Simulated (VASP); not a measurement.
Sn: relaxation of cell and atoms with PBE

Crystal: Sn.

```
CELL_PARAMETERS angstrom
0.00000 3.23334 3.23334
3.23334 0.00000 3.23334
3.23334 3.23334 0.00000
ATOMIC_POSITIONS crystal
Sn 0.00000 0.00000 0.00000
Sn 0.25000 0.25000 0.25000
```

- Program: VASP 6.6.1
- Task: relaxation of cell and atoms
- Functional: PBE
- Potentials or basis: VASP PAW PBE potentials, release 64 (Sn_d)
- Cutoff: 600 eV
- k mesh: 6 × 6 × 6
- Occupations: fermi-dirac, width 0.02 eV
- Spin: no spin polarisation
- Dipole correction: no
- Further INCAR settings: ALGO = Normal; EDIFF = 1e-07; IBRION = 2; EDIFFG = -0.005; NSW = 80; ISIF = 3

| Property | Result |
| --- | --- |
| Relaxed volume | 36.83 Å³/atom |
| Relaxed cell | a = 4.705 Å, b = 4.705 Å, c = 4.705 Å, α = 60.00°, β = 60.00°, γ = 60.00° |
| Space group after relaxing (to 0.05 Å) | Fd-3m (No. 227) |
| Energy gained by relaxing | 33.7 meV/atom |
| Ionic steps | 3 |
| Pressure after relaxing | 0.0 GPa |
| Band gap on the k mesh | zero (band 14 reaches 4.97 eV, above the bottom of band 15 at 4.74 eV) |

Step by step:
```csv
step,energy change (eV),largest force (eV/Å),pressure (GPa),volume (Å³)
1,0.0000,0.0000,3.86,67.61
2,-0.0603,0.0000,-1.00,75.90
3,-0.0674,0.0000,0.02,73.66
```

Final structure:
```cif
data_structure
_symmetry_space_group_name_H-M 'P 1'
_symmetry_Int_Tables_number 1
_cell_length_a 4.7053
_cell_length_b 4.7053
_cell_length_c 4.7053
_cell_angle_alpha 60.000
_cell_angle_beta 60.000
_cell_angle_gamma 60.000
_cell_volume 73.66
loop_
_atom_site_label
_atom_site_type_symbol
_atom_site_fract_x
_atom_site_fract_y
_atom_site_fract_z
_atom_site_occupancy
Sn1 Sn 0.00000 0.00000 0.00000 1
Sn2 Sn 0.25000 0.25000 0.25000 1
```

Levels at points of the mesh, in eV from the Fermi level:
| k point | band 10 | band 11 | band 12 | band 13 | band 14 | band 15 | band 16 | band 17 | band 18 |
| --- | --- | --- | --- | --- | --- | --- | --- | --- | --- |
| (0.00, 0.00, 0.00) | -21.10 | -9.98 | -1.00 | 0.23 | 0.23 | 0.23 | 2.29 | 2.29 | 2.29 |
| (0.50, 0.00, 0.00) | -21.06 | -8.50 | -5.89 | -0.86 | -0.86 | 0.00 | 3.34 | 3.34 | 5.83 |
| (0.50, 0.50, 0.00) | -21.04 | -7.13 | -7.13 | -2.08 | -2.08 | 1.04 | 1.04 | 7.40 | 7.40 |

Run time: 42 s on 1 thread of AMD EPYC 9R45 96-Core Processor (Zen 5) (shared host), peak memory 0.21 GiB.

Caveat: spin-orbit coupling is left out, which moves the levels of the heavy elements. Zero-point motion and thermal expansion aren't in these numbers.
